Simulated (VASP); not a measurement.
A run of VASP 6.6.1 is set up as follows.

Contents of INCAR:

```
PREC     = Accurate       # precision mode
ENCUT    = 520            # plane-wave cutoff, eV
EDIFF    = 1E-8           # SCF threshold, eV
ISMEAR   = -1             # smearing method
SIGMA    = 0.02           # smearing width, eV
LREAL    = False          # projectors in reciprocal space
LASPH    = True           # aspherical terms in the spheres
NELM     = 100            # most SCF steps
ALGO     = Normal         # electronic algorithm
ISIF     = 2              # what is computed and relaxed
LWAVE    = False          # write WAVECAR
LCHARG   = False          # write CHGCAR
GGA      = PE             # functional
LEFG     = True         
NBANDS   = 44             # bands
```

File KPOINTS:

```
Automatic mesh
0
Gamma
  5 5 5
```

Contents of POSCAR:

```
SiO2
1.0
   -2.6233364600      4.7767535050      4.4416747250
    2.6233364600     -4.7767535050      4.4416747250
    2.6233364600      4.7767535050     -4.4416747250
Si O
4 8
Direct
    0.9295488000      0.8449448900      0.0846039100
    0.7396590200      0.1550551100      0.5846039100
    0.0704512000      0.1550551100      0.9153960900
    0.2603409800      0.8449448900      0.4153960900
    0.1306888700      0.8806888700      0.2500000000
    0.8693111300      0.1193111300      0.7500000000
    0.7931754100      0.5000000000      0.7931754100
    0.2068245900      0.0000000000      0.7068245900
    0.2068245900      0.5000000000      0.2068245900
    0.7931754100      0.0000000000      0.2931754100
    0.0000000000      0.0000000000      0.0000000000
    0.5000000000      0.0000000000      0.5000000000
```

Potentials or basis: VASP PAW PBE potentials, release 64 (Si, O).

Run with:

```sh
$ cat potpaw_PBE.64/Si/POTCAR potpaw_PBE.64/O/POTCAR > POTCAR
$ mpirun -np 1 vasp_std > vasp.out
```

Question: What does it give for the band gap on the k mesh?

Answer: 5.49 eV.

Question: Estimate the largest force.

Answer: 0.292 eV/Å.

Question: Predict the pressure.

Answer: 3.5 GPa.

Forces in eV/Å, atoms in the order of the input:
```
Si   0.000  0.046 -0.017
Si   0.000  0.046  0.017
Si   0.000 -0.046  0.017
Si   0.000 -0.046 -0.017
O    0.000  0.000  0.241
O    0.000  0.000 -0.241
O    0.000 -0.292  0.000
O    0.000  0.292  0.000
O    0.000  0.292  0.000
O    0.000 -0.292  0.000
O    0.000  0.000  0.000
O    0.000  0.000  0.000
```

Caveat: the cell stands under pressure; without QUAD_EFG the Cq values of the log hold for a quadrupole moment of 1 mb, not for the nuclei; an odd mesh through Γ misses points on the zone boundary, where band edges can lie.
